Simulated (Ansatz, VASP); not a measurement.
C: VASP beside Ansatz

```
CELL_PARAMETERS angstrom
0.00000 1.76586 1.76586
1.76586 0.00000 1.76586
1.76586 1.76586 0.00000
ATOMIC_POSITIONS crystal
C 0.87500 0.87500 0.87500
C 0.12500 0.12500 0.12500
```

Alike in both runs: functional LDA; k mesh 14 × 14 × 14; occupations fermi-dirac, width 0.02 eV; no spin polarisation.

Ansatz relaxed the structure, and its values are those at the end. VASP's run is a single point on that final structure, the one shown.

```csv
,VASP,Ansatz
version,VASP 6.6.1,Ansatz 0.2.0
potentials or method,"VASP PAW LDA potentials, release 64 (C_h)","PAW with Ansatz's default frozen-core files, scalar-relativistic"
plane-wave cutoff (eV),1300,420
valence electrons in the cell,8,8
```

|  | VASP | Ansatz | Ansatz less VASP |
| --- | --- | --- | --- |
| gap on the k mesh at the Fermi level (eV) | 4.17 | 4.17 | -0.001 |
| pressure (GPa) | 0.9 | 0.0 | -0.92 |

LDA's correlation is that of Perdew and Zunger in VASP and of Perdew and Wang (1992) in Ansatz.
